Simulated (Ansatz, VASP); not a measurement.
**Hf: VASP beside Ansatz**

INCAR

```
SYSTEM = Hf
ALGO     = Normal         ! electronic algorithm
EDIFF    = 1E-6           ! SCF threshold, eV
ENCUT    = 520            ! plane-wave cutoff, eV
GGA      = CA             ! functional
ISIF     = 2              ! what is computed and relaxed
ISMEAR   = -1             ! smearing method
LASPH    = .TRUE.         ! aspherical terms in the spheres
LCHARG   = .FALSE.        ! write CHGCAR
LREAL    = .FALSE.        ! projectors in reciprocal space
LWAVE    = .FALSE.        ! write WAVECAR
NBANDS   = 11             ! bands
NELM     = 100            ! most SCF steps
PREC     = Accurate       ! precision mode
SIGMA    = 0.03           ! smearing width, eV
```

File KPOINTS:

```
k-points
0
G
  13 13 13
  0 0 0
```

Contents of POSCAR:

```
Hf
1.0
    0.0000000000      2.2347024152      2.2347024152
    2.2347024152      0.0000000000      2.2347024152
    2.2347024152      2.2347024152      0.0000000000
Hf
1
Direct
    0.0000000000      0.0000000000      0.0000000000
```

Input for Ansatz:

```yaml
crystal:
  lattice:
    - [0.0, 2.2347024152, 2.2347024152]
    - [2.2347024152, 0.0, 2.2347024152]
    - [2.2347024152, 2.2347024152, 0.0]
  atoms:
    - { symbol: Hf, position: [0.0, 0.0, 0.0] }
kpoints:
  mp_grid: { grid: [13, 13, 13] }
scf:
  occupations: { method: fermi_dirac, width: 0.03 }
hamiltonian:
  xc: lda
  pseudopotentials: { kind: all_electron, lapw: { basis_error: 0.001 } }
output:
  forces: true
  stress: true
  eigenvalues: true
```

Change from the starting cell: volume scaled by 1.02.

Alike in both runs: task single point; functional LDA; k mesh 13 × 13 × 13; occupations fermi-dirac, width 0.03 eV; no spin polarisation.

|  | VASP | Ansatz |
| --- | --- | --- |
| version | VASP 6.6.1 | Ansatz 0.2.0 |
| potentials or method | VASP PAW LDA potentials, release 64 (Hf_pv), cutoff 520 eV | all-electron LAPW, scalar-relativistic |

```tsv
	VASP	Ansatz	Ansatz less VASP
pressure (GPa)	-7.4	-7.4	+0.02
```

LDA's correlation is that of Perdew and Zunger in VASP and of Perdew and Wang (1992) in Ansatz. Ansatz ran all-electron here, and VASP with PAW potentials.

Spin-orbit coupling is off throughout.
